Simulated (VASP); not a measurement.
# TiNi (P4/mmm) in VASP: single point with LDA

Aim: the single point of TiNi with LDA.

Everything below comes from runs of VASP 6.6.1. Logs are shortened: lines on timing, memory, paths and dates and some standing lists are left out, and cuts for length are marked.

### 1 The cell of the first run

The structure is tetragonal, space group P4/mmm (No. 123). Conventional cell: a = 2.736 Å, b = 2.736 Å, c = 3.581 Å, α = 90.00°, β = 90.00°, γ = 90.00°. Within 3.6 Å of Ti (site symmetry 4/mmm) lie 8 Ni at 2.64 Å and 6 Ti at 2.74 to 3.58 Å. Within 3.6 Å of Ni (site symmetry 4/mmm) lie 8 Ti at 2.64 Å and 6 Ni at 2.74 to 3.58 Å.

### 2 Single point, LDA

Input file POSCAR:

```
TiNi
1.0
    2.7358030000      0.0000000000      0.0000000000
    0.0000000000      2.7358030000      0.0000000000
    0.0000000000      0.0000000000      3.5814100000
Ti Ni
1 1
Direct
    0.5000000000      0.5000000000      0.5000000000
    0.0000000000      0.0000000000      0.0000000000
```

Input file INCAR.step1:

```
ALGO = Normal
EDIFF = 1E-7
ENCUT = 520
ISIF = 2
ISMEAR = -1
LASPH = True
LCHARG = True
LMAXMIX = 4
LREAL = False
LWAVE = False
NBANDS = 18
NELM = 80
PREC = Accurate
SIGMA = 0.08
```

Input file KPOINTS.step1:

```
k-points
0
Gamma
  12 12 9
```

Input file INCAR.step2:

```
ALGO = Normal
EDIFF = 1E-7
ENCUT = 520
ICHARG = 11
ISIF = 2
ISMEAR = -5
LASPH = True
LCHARG = False
LMAXMIX = 4
LORBIT = 11
LREAL = False
LWAVE = False
NBANDS = 18
NEDOS = 1001
NELM = 80
PREC = Accurate
SIGMA = 0.08
```

Input file KPOINTS.step2:

```
k-points
0
Gamma
  18 18 14
```

Potentials or basis: VASP PAW LDA potentials, release 64 (Ti_sv, Ni).

On the command line:

```sh
> cat potpaw_LDA.64/Ti_sv/POTCAR potpaw_LDA.64/Ni/POTCAR > POTCAR
> cp INCAR.step1 INCAR
> cp KPOINTS.step1 KPOINTS
> mpirun -np 1 vasp_std > vasp.out
> cp INCAR.step2 INCAR
> cp KPOINTS.step2 KPOINTS
> mpirun -np 1 vasp_std > vasp.out
```

OUTCAR:

```text
EDIFF = 1E-7
   ENCUT = 520
   ICHARG = 11
   ISIF = 2
   ISMEAR = -5
   LASPH = True
   LORBIT = 11
   LREAL = False
   NELM = 80
   PREC = Accurate

 ion  position               nearest neighbor table
   1  0.500  0.500  0.500-   2 2.64   2 2.64   2 2.64   2 2.64   2 2.64   2 2.64   2 2.64   2 2.64

   2  0.000  0.000  0.000-   1 2.64   1 2.64   1 2.64   1 2.64   1 2.64   1 2.64   1 2.64   1 2.64

  LATTYP: Found a simple tetragonal cell.
 ALAT       =     2.7358030000
 C/A-ratio  =     1.3090891413

  Lattice vectors:

 A1 = (   2.7358030000,   0.0000000000,   0.0000000000)
 A2 = (   0.0000000000,   2.7358030000,   0.0000000000)
 A3 = (   0.0000000000,   0.0000000000,   3.5814100000)

Analysis of symmetry for initial positions (statically):
=====================================================================
 Subroutine PRICEL returns:
 Original cell was already a primitive cell.

 Routine SETGRP: Setting up the symmetry group for a
 simple tetragonal supercell.

 Subroutine GETGRP returns: Found 16 space group operations
 (whereof 16 operations were pure point group operations)
 out of a pool of 16 trial point group operations.

The static configuration has the point symmetry D_4h.

Analysis of symmetry for dynamics (positions and initial velocities):
=====================================================================
 Subroutine PRICEL returns:
 Original cell was already a primitive cell.

 Routine SETGRP: Setting up the symmetry group for a
 simple tetragonal supercell.

 Subroutine GETGRP returns: Found 16 space group operations
 (whereof 16 operations were pure point group operations)
 out of a pool of 16 trial point group operations.

The dynamic configuration has the point symmetry D_4h.

 Subroutine INISYM returns: Found 16 space group operations
 (whereof 16 operations are pure point group operations),
 and found     1 'primitive' translations

----------------------------------------------------------------------------------------

                                     Primitive cell

  volume of cell :      26.8055

  direct lattice vectors                    reciprocal lattice vectors
     2.735803000  0.000000000  0.000000000     0.365523395  0.000000000  0.000000000
     0.000000000  2.735803000  0.000000000     0.000000000  0.365523395  0.000000000
     0.000000000  0.000000000  3.581410000     0.000000000  0.000000000  0.279219637

  length of vectors
     2.735803000  2.735803000  3.581410000     0.365523395  0.365523395  0.279219637

  position of ions in fractional coordinates (direct lattice)
     0.500000000  0.500000000  0.500000000
     0.000000000  0.000000000  0.000000000

  ion indices of the primitive-cell ions
   primitive index   ion index
                 1           1
                 2           2

----------------------------------------------------------------------------------------

 KPOINTS: k-points

Automatic generation of k-mesh.
 Grid dimensions read from file:
 generate k-points for:   18   18   14

 Generating k-lattice:

  Cartesian coordinates                     Fractional coordinates (reciprocal lattice)
     0.020306855  0.000000000  0.000000000     0.055555556  0.000000000  0.000000000
     0.000000000  0.020306855  0.000000000     0.000000000  0.055555556  0.000000000
     0.000000000  0.000000000  0.019944260     0.000000000  0.000000000  0.071428571

  Length of vectors
     0.020306855  0.020306855  0.019944260

  Shift w.r.t. Gamma in fractional coordinates (k-lattice)
     0.000000000  0.000000000  0.000000000

 TETIRR: Found   6804 inequivalent tetrahedra from    27216

 Subroutine IBZKPT returns following result:
 ===========================================

 Found    440 irreducible k-points:

 Following reciprocal coordinates:
            Coordinates               Weight
  0.000000  0.000000  0.000000      1.000000
  0.055556  0.000000  0.000000      4.000000
  0.111111  0.000000  0.000000      4.000000
  0.166667  0.000000  0.000000      4.000000
  0.222222  0.000000  0.000000      4.000000
  0.277778  0.000000  0.000000      4.000000
[... 16 lines left out ...]
  0.277778  0.111111  0.000000      8.000000
  0.333333  0.111111  0.000000      8.000000
 [... further k-points ...]
   k-points           NKPTS =    440   k-points in BZ     NKDIM =    440   number of bands    NBANDS=     18
   number of dos      NEDOS =   1001   number of ions     NIONS =      2
   total plane-waves  NPLWV =  11200
   dimension x,y,z NGX =    20 NGY =   20 NGZ =   28
   dimension x,y,z NGXF=    40 NGYF=   40 NGZF=   56
   ions per type =               1   1
   NGX,Y,Z   is equivalent  to a cutoff of  12.15, 12.15, 13.00 a.u.
   NGXF,Y,Z  is equivalent  to a cutoff of  24.31, 24.31, 25.99 a.u.
 SYSTEM =  unknown system
   PREC   = accura    normal or accurate (medium, high low for compatibility)
   ISTART =      0    job   : 0-new  1-cont  2-samecut
   ICHARG =     11    charge: 1-file 2-atom 10-const
   ISPIN  =      1    spin polarized calculation?
   LNONCOLLINEAR =      F non collinear calculations
   LSORBIT =      F    spin-orbit coupling
   LASPH  =      T    aspherical Exc in radial PAW
   ENCUT  =  520.0 eV  38.22 Ry    6.18 a.u.   5.09  5.09  6.66*2*pi/ulx,y,z
   NELM   =     80;   NELMIN=  2; NELMDL=  0     # of ELM steps
   EDIFF  = 0.1E-06   stopping-criterion for ELM
   LREAL  =      F    real-space projection
   EDIFFG = 0.1E-05   stopping-criterion for IOM
   NSW    =      0    number of steps for IOM
   IBRION =     -1    ionic relax: 0-MD 1-quasi-New 2-CG
   NFREE  =      0    steps in history (QN), initial steepest desc. (CG)
   ISIF   =      2    stress and relaxation
   ISYM   =      2    0-nonsym 1-usesym 2-fastsym
   POTIM  = 0.5000    time-step for ionic-motion
   TEBEG  =    0.0;   TEEND  =   0.0 temperature during run
   PSTRESS=    0.0 pullay stress
   NELECT =      22.0000    total number of electrons
   NUPDOWN=      -1.0000    fix difference up-down
   EMIN   =  10.00;   EMAX   =-10.00  energy-range for DOS
   EFERMI =   0.00;   METHOD = LEGACY
   ISMEAR =    -5;   SIGMA  =   0.08  broadening in eV -4-tet -1-fermi 0-gaus
   EFERMI_NEDOS =   21; number of points for ismear=-14 and -15
   IALGO  =     38    algorithm
   IMIX   =      4    mixing-type and parameters
     AMIX     =   0.40;   BMIX     =  1.00
     AMIX_MAG =   1.60;   BMIX_MAG =  1.00
  volume/ion in A,a.u.               =      13.40        90.45
  Fermi-wavevector in a.u.,A,eV,Ry     =   1.532761  2.896499 31.964941  2.349357
  Thomas-Fermi vector in A             =   2.639922
   LORBIT       =     11    0 simple, 1 ext, 2 COOP (PROOUT), +10 PAW based schemes
   GGA     = CA    functional components
   LHFCALC =     F    Hartree Fock is set to
   AEXX    =    0.0000 exact exchange contribution
   IVDW    =     0    specifies the selected vdW correction
   LEPSILON=     F    determine dielectric tensor
   LRPA    =     F    only Hartree local field effects (RPA)
 non-spin polarized calculation
 Fermi weights with tetrahedron method with Bloechl corrections
  energy-cutoff  :      520.00
  volume of cell :       26.81
 maximum number of plane-waves:       740

 number of electron      22.0000032 magnetization

 Free energy of the ion-electron system (eV)
  ---------------------------------------------------
  ext. energy  EPLUGINS =         0.00000000
  ---------------------------------------------------
  free energy    TOTEN  =       -15.79573543 eV

  energy without entropy =      -15.79573543  energy(sigma->0) =      -15.79573543

 E-fermi :   9.0752     XC(G=0): -12.7894

 val. band max:        9.1193285676   @ k =   0.5000   0.0556   0.5000
 cond. band min:       8.9846897199   @ k =   0.5000   0.1111   0.5000
 fundamental gap:     -0.1346388477
 Fermi energy:         9.0751957919

 k-point     1 :       0.0000    0.0000    0.0000
  band No.  band energies     occupation
      1     -47.0896      2.00000
      2     -23.7166      2.00000
      3     -23.3684      2.00000
      4     -23.3684      2.00000
      5       1.5382      2.00000
      6       5.1943      2.00000
[... 10 lines left out ...]
     17      20.9215      0.00000
     18      21.1659      0.00000

 k-point     2 :       0.0556    0.0000    0.0000
  band No.  band energies     occupation
      1     -47.0870      2.00000
      2     -23.7145      2.00000
      3     -23.3886      2.00000
      4     -23.3667      2.00000
      5       1.6103      2.00000
      6       5.2326      2.00000
[... 10 lines left out ...]
     17      20.6690      0.00000
     18      20.9150      0.00000

 k-point     3 :       0.1111    0.0000    0.0000
  band No.  band energies     occupation
      1     -47.0794      2.00000
      2     -23.7083      2.00000
      3     -23.4467      2.00000
      4     -23.3618      2.00000
      5       1.8237      2.00000
      6       5.3428      2.00000
[... 10 lines left out ...]
     17      19.5400      0.00000
     18      20.8836      0.00000

 k-point     4 :       0.1667    0.0000    0.0000
  band No.  band energies     occupation
      1     -47.0678      2.00000
      2     -23.6989      2.00000
      3     -23.5348      2.00000
      4     -23.3542      2.00000
      5       2.1703      2.00000
      6       5.5112      2.00000
[... 375 lines left out ...]
      4     -23.4208      2.00000
      5       2.8917      2.00000
      6       5.7998      2.00000
[... 10 lines left out ...]
     17      17.2047      0.00000
     18      20.8056      0.00000

 k-point    23 :       0.2778    0.1111    0.0000
  band No.  band energies     occupation
      1     -47.0285      2.00000
      2     -23.7447      2.00000
      3     -23.6664      2.00000
      4     -23.4101      2.00000
      5       3.4378      2.00000
      6       5.9909      2.00000
[... 10 lines left out ...]
     17      17.5334      0.00000
     18      20.7854      0.00000

 k-point    24 :       0.3333    0.1111    0.0000
  band No.  band energies     occupation
      1     -47.0142      2.00000
      2     -23.8481      2.00000
      3     -23.6547      2.00000
      4     -23.4000      2.00000
      5       4.0482      2.00000
      6       6.1736      2.00000
[... 10 lines left out ...]
     17      18.5264      0.00000
     18      20.7660      0.00000

 [... further k-points ...]

------------------------ aborting loop because EDIFF is reached ----------------------------------------

  FORCE on cell =-STRESS in cart. coord.  units (eV):
  Direction    XX          YY          ZZ          XY          YZ          ZX
  --------------------------------------------------------------------------------------
  -------------------------------------------------------------------------------------
  Total       -1.9238948     -1.9238948     -2.1810000      0.0000000      0.0000000     -0.0000000
  in kB     -114.9921570   -114.9921570   -130.3594629      0.0000000      0.0000000     -0.0000000
  external PRESSURE =    -120.1145923 kB  Pullay stress =       0.0000000 kB

 VOLUME and BASIS-vectors are now :
 -----------------------------------------------------------------------------
  energy-cutoff  :      520.00
  volume of cell :       26.81
      direct lattice vectors                 reciprocal lattice vectors
     2.735803000  0.000000000  0.000000000     0.365523395  0.000000000  0.000000000
     0.000000000  2.735803000  0.000000000     0.000000000  0.365523395  0.000000000
     0.000000000  0.000000000  3.581410000     0.000000000  0.000000000  0.279219637

 POSITION                                       TOTAL-FORCE (eV/Angst)
 -----------------------------------------------------------------------------------
      1.36790      1.36790      1.79070         0.000000      0.000000      0.000000
      0.00000      0.00000      0.00000         0.000000      0.000000      0.000000
 -----------------------------------------------------------------------------------
    total drift:                                0.000000      0.000000      0.000000

  FREE ENERGIE OF THE ION-ELECTRON SYSTEM (eV)
  ---------------------------------------------------
  free  energy   TOTEN  =       -15.7957354256 eV

  energy  without entropy=      -15.7957354256  energy(sigma->0) =      -15.79573543

 total charge

# of ion       s       p       d       tot
------------------------------------------
    1        2.248   6.143   1.937  10.327
    2        0.550   0.474   8.322   9.347
--------------------------------------------------
tot          2.798   6.617  10.259  19.674
```

It took 65 s on 1 thread of Intel Xeon 6975P-C (Granite Rapids), shared host; peak memory 0.33 GiB.

What came out:

```yaml
Valence_electrons_inside_the_program's_atomic_spheres: Ti 10.33; Ni 9.35
```

Spin polarisation is off, so any magnetic state and its effect on volume and gap are missing.
